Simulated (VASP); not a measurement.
BN: single point with HSE06

Crystal: BN.

```
B N
1.0
     2.50084    0.00000    0.00000
    -1.25042    2.16579    0.00000
     0.00000    0.00000    6.89312
B N
2 2
Cartesian
  0.0000 1.4439 1.7233
  1.2504 0.7219 5.1698
  1.2504 0.7219 1.7233
  0.0000 1.4439 5.1698
```

* Program: VASP 6.6.1
* Task: single point
* Functional: HSE06
* Potentials or basis: VASP PAW PBE potentials, release 64 (B, N)
* Cutoff: 520 eV
* k mesh: 9 × 9 × 4
* Occupations: gaussian, width 0.01 eV
* Spin: no spin polarisation

```
Pressure               : -0.8 GPa
Band gap on the k mesh : 5.77 eV (least direct gap 6.07 eV)
```

Stress tensor (GPa, compression positive):
```
-1.87  0.00  0.00
 0.00 -1.87  0.00
 0.00  0.00  1.26
```

Levels at points of the mesh, in eV from the valence-band top:
```csv
k point,band 6,band 7,band 8,band 9,band 10,band 11
"(0.00, 0.00, 0.00)",-1.57,-1.54,-1.54,6.20,11.52,13.34
"(0.00, 0.00, 0.50)",-1.56,-1.56,-1.56,8.53,8.53,13.39
```

Run time: 25 min on 4 MPI ranks on Intel(R) Xeon(R) Platinum 8375C CPU @ 2.90GHz (Ice Lake), on a shared host, peak memory 0.26 GiB a rank.

Caveat: the PAW data sets were made with another functional, which shifts forces and pressure a little; this functional lacks dispersion, which binds layers or chains, so the pressure and a relaxed spacing across them are unreliable. A k mesh can miss the band edges.
